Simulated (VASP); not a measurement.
# Al (Fm-3m) in VASP: notebook, part 2 of 2

VASP 6.6.1. The steps go on from the part before.

## 3. Single point, PBEsol+D4, non-collinear spin, typed start, spin-orbit coupling (16.27 Å³/atom)

This run uses another cell than the first one, of 16.27 Å³/atom.

Contents of INCAR:

```
  ALGO = Fast
  EDIFF = 1E-6
  ENCUT = 520
  GGA = PS
  GGA_COMPAT = F
  ISIF = 2
  ISMEAR = -1
  IVDW = 13
  LASPH = T
  LCHARG = T
  LORBIT = 11
  LORBMOM = T
  LREAL = F
  LSORBIT = T
  LVHAR = T
  LWAVE = F
  MAGMOM = -0.255 -0.135 0.456
  NBANDS = 14
  NELM = 150
  PREC = Accurate
  SIGMA = 0.1
```

Contents of KPOINTS:

```
k-points
0
Gamma
  8 8 8
```

Contents of POSCAR:

```
Al
1.0
    0.0000000000      2.0112152952      2.0112152952
    2.0112152952      0.0000000000      2.0112152952
    2.0112152952      2.0112152952      0.0000000000
Al
1
Direct
    0.0000000000      0.0000000000      0.0000000000
```

Potentials or basis: VASP PAW PBE potentials, release 64 (Al).

The run is started by

```console
$ cat potpaw_PBE.64/Al/POTCAR > POTCAR
$ mpirun -np 1 vasp_ncl > vasp.out
```

OUTCAR:

```text
EDIFF = 1E-6
   ENCUT = 520
   GGA = PS
   ISIF = 2
   ISMEAR = -1
   IVDW = 13
   LASPH = T
   LORBIT = 11
   LREAL = F
   LSORBIT = T
   NELM = 150
   PREC = Accurate

 ion  position               nearest neighbor table
   1  0.000  0.000  0.000-

  LATTYP: Found a face centered cubic cell.
 ALAT       =     4.0224305904

  Lattice vectors:

 A1 = (   0.0000000000,   2.0112152952,   2.0112152952)
 A2 = (   2.0112152952,   0.0000000000,   2.0112152952)
 A3 = (   2.0112152952,   2.0112152952,   0.0000000000)

Analysis of symmetry for initial positions (statically):
=====================================================================
 Subroutine PRICEL returns:
 Original cell was already a primitive cell.

 Routine SETGRP: Setting up the symmetry group for a
 face centered cubic supercell.

 Subroutine GETGRP returns: Found 48 space group operations
 (whereof 48 operations were pure point group operations)
 out of a pool of 48 trial point group operations.

The static configuration has the point symmetry O_h .

Analysis of symmetry for dynamics (positions and initial velocities):
=====================================================================
 Subroutine PRICEL returns:
 Original cell was already a primitive cell.

 Routine SETGRP: Setting up the symmetry group for a
 face centered cubic supercell.

 Subroutine GETGRP returns: Found 48 space group operations
 (whereof 48 operations were pure point group operations)
 out of a pool of 48 trial point group operations.

The dynamic configuration has the point symmetry O_h .

Analysis of structural, dynamic, and magnetic symmetry:
=====================================================================
 Subroutine PRICEL returns:
 Original cell was already a primitive cell.

 Routine SETGRP: Setting up the symmetry group for a
[... 579 lines left out ...]
  --------------------------------------------------------------------------------------
  -------------------------------------------------------------------------------------
  Total      -0.21554    -0.21554    -0.21554     0.00000     0.00000     0.00000
  in kB     -21.22380   -21.22380   -21.22381     0.00000     0.00000     0.00000
  external pressure =      -21.22 kB  Pullay stress =        0.00 kB

 VOLUME and BASIS-vectors are now :
 -----------------------------------------------------------------------------
  energy-cutoff  :      520.00
  volume of cell :       16.27
      direct lattice vectors                 reciprocal lattice vectors
     0.000000000  2.011215295  2.011215295    -0.248605906  0.248605906  0.248605906
     2.011215295  0.000000000  2.011215295     0.248605906 -0.248605906  0.248605906
     2.011215295  2.011215295  0.000000000     0.248605906  0.248605906 -0.248605906

 POSITION                                       TOTAL-FORCE (eV/Angst)
 -----------------------------------------------------------------------------------
      0.00000      0.00000      0.00000         0.000000      0.000000      0.000000
 -----------------------------------------------------------------------------------
    total drift:                                0.000000     -0.000000     -0.000000

  FREE ENERGIE OF THE ION-ELECTRON SYSTEM (eV)
  ---------------------------------------------------
  free  energy   TOTEN  =        -4.2958498897 eV

  energy  without entropy=       -4.2834588259  energy(sigma->0) =       -4.28965436

 orbital moment (x)

 # of ion     p       tot
 --------------------------------
  1        -0.000  -0.000
 --------------------------------
           -0.000  -0.000

 orbital moment (y)

 # of ion     p       tot
 --------------------------------
  1        -0.000  -0.000
 --------------------------------
           -0.000  -0.000

 orbital moment (z)

 # of ion     p       tot
 --------------------------------
  1         0.000   0.000
 --------------------------------
            0.000   0.000

 Spin-Orbit-Coupling matrix elements

 Ion:    1  E_soc:     -0.0001100
 l=   1
     0.0000000    -0.0000183    -0.0000183
    -0.0000183     0.0000000    -0.0000183
    -0.0000183    -0.0000183     0.0000000
 l=   2
     0.0000000     0.0000000     0.0000000     0.0000000     0.0000000
     0.0000000     0.0000000     0.0000000     0.0000000     0.0000000
     0.0000000     0.0000000     0.0000000     0.0000000     0.0000000
     0.0000000     0.0000000     0.0000000     0.0000000     0.0000000
     0.0000000     0.0000000     0.0000000     0.0000000     0.0000000
 l=   3
     0.0000000     0.0000000     0.0000000     0.0000000     0.0000000     0.0000000     0.0000000
     0.0000000     0.0000000     0.0000000     0.0000000     0.0000000     0.0000000     0.0000000
     0.0000000     0.0000000     0.0000000     0.0000000     0.0000000     0.0000000     0.0000000
     0.0000000     0.0000000     0.0000000     0.0000000     0.0000000     0.0000000     0.0000000
     0.0000000     0.0000000     0.0000000     0.0000000     0.0000000     0.0000000     0.0000000
     0.0000000     0.0000000     0.0000000     0.0000000     0.0000000     0.0000000     0.0000000
     0.0000000     0.0000000     0.0000000     0.0000000     0.0000000     0.0000000     0.0000000

 total charge

# of ion       s       p       d       tot
------------------------------------------
    1        0.428   0.346   0.000   0.774

 magnetization (x)

# of ion       s       p       d       tot
------------------------------------------
    1        0.000   0.000   0.000   0.000

 magnetization (y)

# of ion       s       p       d       tot
------------------------------------------
    1        0.000   0.000   0.000   0.000

 magnetization (z)

# of ion       s       p       d       tot
------------------------------------------
    1       -0.000  -0.000   0.000  -0.000
```

OSZICAR:

```text
N       E                     dE             d eps       ncg     rms          rms(c)
DAV:   1     0.245095102542E+00    0.24510E+00   -0.10309E+03  7280   0.313E+02
DAV:   2    -0.395157754844E+01   -0.41967E+01   -0.40663E+01  9426   0.542E+01
DAV:   3    -0.405080072712E+01   -0.99223E-01   -0.98854E-01  9640   0.587E+00
DAV:   4    -0.405130203437E+01   -0.50131E-03   -0.50127E-03  8962   0.498E-01
DAV:   5    -0.405130729125E+01   -0.52569E-05   -0.52568E-05  9514   0.486E-02    0.174E+00
RMM:   6    -0.410407470262E+01   -0.52767E-01   -0.26875E-03  7365   0.390E-01    0.840E-01
RMM:   7    -0.409293314794E+01    0.11142E-01   -0.47738E-03  7715   0.395E-01    0.342E-01
RMM:   8    -0.409312826588E+01   -0.19512E-03   -0.15118E-03  7674   0.246E-01    0.166E-01
RMM:   9    -0.409312266234E+01    0.56035E-05   -0.93476E-05  7973   0.633E-02    0.940E-02
RMM:  10    -0.409311826977E+01    0.43926E-05   -0.33799E-05  8140   0.403E-02    0.300E-02
RMM:  11    -0.409312571549E+01   -0.74457E-05   -0.14734E-05  8082   0.257E-02    0.677E-03
RMM:  12    -0.409312598245E+01   -0.26696E-06   -0.28620E-06  8438   0.105E-02
   1 F= -.42958499E+01 E0= -.42896544E+01  d E =-.123911E-01  mag=    -0.0000    -0.0000     0.0000
```

stdout:

```text
POSCAR found type information on POSCAR Al
 POSCAR found :  1 types and       1 ions
 scaLAPACK will be used
 -----------------------------------------------------------------------------
|                                                                             |
|                                                                             |
|     You enforced a specific xc type in the INCAR file but a different       |
|     I HOPE YOU KNOW WHAT YOU ARE DOING!                                     |
|                                                                             |
 -----------------------------------------------------------------------------

 LDA part: xc-table for (Slater+PW92), standard interpolation
 POSCAR, INCAR and KPOINTS ok, starting setup
 FFT: planning ... GRIDC
 FFT: planning ... GRID_SOFT
 FFT: planning ... GRID
 WAVECAR not read
 entering main loop
```

Wall time 3.1 min (1 thread of Intel Xeon 8259CL, shared host); peak memory 0.24 GiB.

What came out:

- Free energy: -4.2958 eV
- Pressure: -2.1 GPa
- Net moment: 0.00 μB per cell
- Valence electrons inside the program's atomic spheres: Al 0.77
- Dispersion energy per atom: -0.203 eV

Moments on the atoms (μB; x, y, z):
```
Al  0.00 0.00 0.00
```

Caveat: the PAW data sets were made with another functional, which shifts forces and pressure a little.

## 4. Single point, PBEsol+D4, non-collinear spin, typed start, spin-orbit coupling (16.60 Å³/atom)

This run uses another cell than the first one, of 16.60 Å³/atom.

Contents of INCAR:

```
SYSTEM = Al
ALGO = Normal
EDIFF = 1E-7
ENCUT = 520
GGA = PS
GGA_COMPAT = .False.
ISIF = 2
ISMEAR = -1
IVDW = 13
LASPH = .True.
LCHARG = .False.
LORBIT = 11
LORBMOM = .True.
LREAL = .False.
LSORBIT = .True.
LWAVE = .False.
MAGMOM = -0.255 -0.135 0.456
NBANDS = 14
NELM = 150
PREC = Accurate
SIGMA = 0.1
```

Contents of KPOINTS:

```
k-points
0
Gamma
  8 8 8
  0 0 0
```

Contents of POSCAR:

```
Al
1.0
    0.0000000000      2.0248050000      2.0248050000
    2.0248050000      0.0000000000      2.0248050000
    2.0248050000      2.0248050000      0.0000000000
Al
1
Direct
    0.0000000000      0.0000000000      0.0000000000
```

The run is started by

```console
$ cat potpaw_PBE.64/Al/POTCAR > POTCAR
$ mpirun -np 1 vasp_ncl > vasp.out
```

Run time: 2.6 min. Hardware: 1 thread of Intel Xeon 8259CL, shared host; peak memory 0.24 GiB.

The run converged. Its results:

| Property | Result |
| --- | --- |
| Free energy | -4.2898 eV |
| Pressure | -3.7 GPa |
| Net moment | 0.00 μB per cell |
| Valence electrons inside the program's atomic spheres | Al 0.77 |
| Dispersion energy per atom | -0.199 eV |

Moments on the atoms (μB; x, y, z):
```
Al  0.00 0.00 0.00
```

Caveat: the cell stands under tension; the PAW data sets were made with another functional, which shifts forces and pressure a little.

## 5. Single point, PBEsol+D4, non-collinear spin, typed start, spin-orbit coupling (16.93 Å³/atom)

This run uses another cell than the first one, of 16.93 Å³/atom.

Contents of INCAR:

```
  PREC = Accurate
  ENCUT = 520
  EDIFF = 1E-7
  ISMEAR = -1
  SIGMA = 0.1
  LREAL = F
  LASPH = T
  NELM = 150
  ALGO = Normal
  ISIF = 2
  LWAVE = F
  LCHARG = F
  LNONCOLLINEAR = T
  MAGMOM = -0.255 -0.135 0.456
  LORBIT = 11
  LSORBIT = T
  GGA_COMPAT = F
  LORBMOM = T
  GGA = PS
  IVDW = 13
  NBANDS = 14
```

Contents of KPOINTS:

```
regular mesh
0
Gamma
  8 8 8
```

Contents of POSCAR:

```
Al
1.0
    0.0000000000      2.0382146954      2.0382146954
    2.0382146954      0.0000000000      2.0382146954
    2.0382146954      2.0382146954      0.0000000000
Al
1
Direct
    0.0000000000      0.0000000000      0.0000000000
```

The run is started by

```console
$ cat potpaw_PBE.64/Al/POTCAR > POTCAR
$ mpirun -np 1 vasp_ncl > vasp.out
```

It took 2.5 min on 1 thread of Intel Xeon 8259CL, shared host; peak memory 0.24 GiB.

Results (log left out):

| Property | Result |
| --- | --- |
| Free energy | -4.2807 eV |
| Pressure | -5.1 GPa |
| Net moment | 0.00 μB per cell |
| Valence electrons inside the program's atomic spheres | Al 0.76 |
| Dispersion energy per atom | -0.195 eV |

Moments on the atoms (μB; x, y, z):
```
Al  0.00 0.00 0.00
```

Caveat: the cell stands under tension; the PAW data sets were made with another functional, which shifts forces and pressure a little.

## 6. Summary

```csv
cell,pressure (GPa),moment (μB)
"a = 2.825 Å, angles 60.0°, 1 atom",-0.4,0.00
"a = 2.844 Å, angles 60.0°, 1 atom",-2.1,0.00
"a = 2.864 Å, angles 60.0°, 1 atom",-3.7,0.00
"a = 2.882 Å, angles 60.0°, 1 atom",-5.1,0.00
```

Alike in all rows: task single point; level PBEsol+D4; potentials or basis VASP PAW PBE potentials, release 64 (Al); spin non-collinear, typed start, SOC; k mesh 8 × 8 × 8; cutoff (eV) 520; smearing fermi-dirac 0.1 eV.

Caveats: the PAW data sets were made with another functional, which shifts forces and pressure a little; the cell stands under tension (at least some runs).

Absolute energies hang on the potentials; compare differences alone.
